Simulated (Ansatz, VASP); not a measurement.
ZnO: VASP beside Ansatz

```
Zn O
1.0
    -0.03318    2.13377    2.13377
     2.13377   -0.03318    2.13377
     2.10059    2.10059    0.00000
Zn O
1 1
Direct
  0.00000 0.00000 0.00000
  0.50000 0.50000 0.50000
```

Change from the starting cell: shear_xy strain -3.1%.

Alike in both runs: task single point; functional r2SCAN; k mesh 10 × 10 × 10; no spin polarisation.

|  | VASP | Ansatz |
| --- | --- | --- |
| version | VASP 6.6.1 | Ansatz 0.2.0 |
| potentials or method | VASP PAW PBE potentials, release 64 (Zn, O_h) | plane waves, PAW |
| plane-wave cutoff (eV) | 1480 | 500 |
| occupations | gaussian, width 0.01 eV | fixed |
| valence electrons in the cell | 18 | 18 |

```tsv
	VASP	Ansatz	Ansatz less VASP
gap on the k mesh at the Fermi level (eV)	1.52	1.54	+0.016
pressure (GPa)	1.2	0.0	-1.22
traceless stress, the component that is largest in VASP (GPa)	2.92	2.97	+0.051
```

VASP's potentials were made for PBE, not for r2SCAN.
